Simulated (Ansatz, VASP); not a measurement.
## One calculation of HfIr2, two programs

```xyz
6
Lattice="3.8317 0.0000 0.0000 0.0000 3.8317 0.0000 0.0000 0.0000 5.8464" Properties=species:S:1:pos:R:3 pbc="T T T"
Hf    0.0000    1.9158    4.0925
Hf    1.9158    0.0000    1.7539
Ir    0.0000    0.0000    0.0000
Ir    1.9158    1.9158    0.0000
Ir    0.0000    1.9158    1.5785
Ir    1.9158    0.0000    4.2679
```

Alike in both runs: task relaxation of cell and atoms; functional PBE; k mesh 4 × 4 × 4; occupations gaussian, width 0.1 eV; no spin polarisation.

```csv
,VASP,Ansatz
version,VASP 6.6.1,Ansatz 0.2.0
potentials or method,"VASP PAW PBE potentials, release 64 (Hf_pv, Ir), cutoff 600 eV","scalar-relativistic, plane waves, PAW"
valence electrons in the cell,56,120
```

Ansatz gave:

```
gap on the k mesh at the Fermi level, each at its own relaxed structure (eV) : none
relaxed volume (Å³/atom)                                                     : 17.39
relaxed cell length with the largest relative difference (Å)                 : 6.756
```

Question: Which values does VASP return?

Answer: gap on the k mesh at the Fermi level, each at its own relaxed structure (eV): none; relaxed volume (Å³/atom): 17.35; relaxed cell length with the largest relative difference (Å): 6.722.

A gap of «none» marks a metal or a gap that the smearing closes. VASP's potentials hold 56 valence electrons a cell and Ansatz's 120, so a difference there can come from the potentials and not from the codes.

The k mesh is coarse, so the values compare programs but aren't converged. Neither program's run includes spin-orbit coupling. Noted on VASP's run: the volume moved by over 15 % at a fixed basis, so the end points are rough.
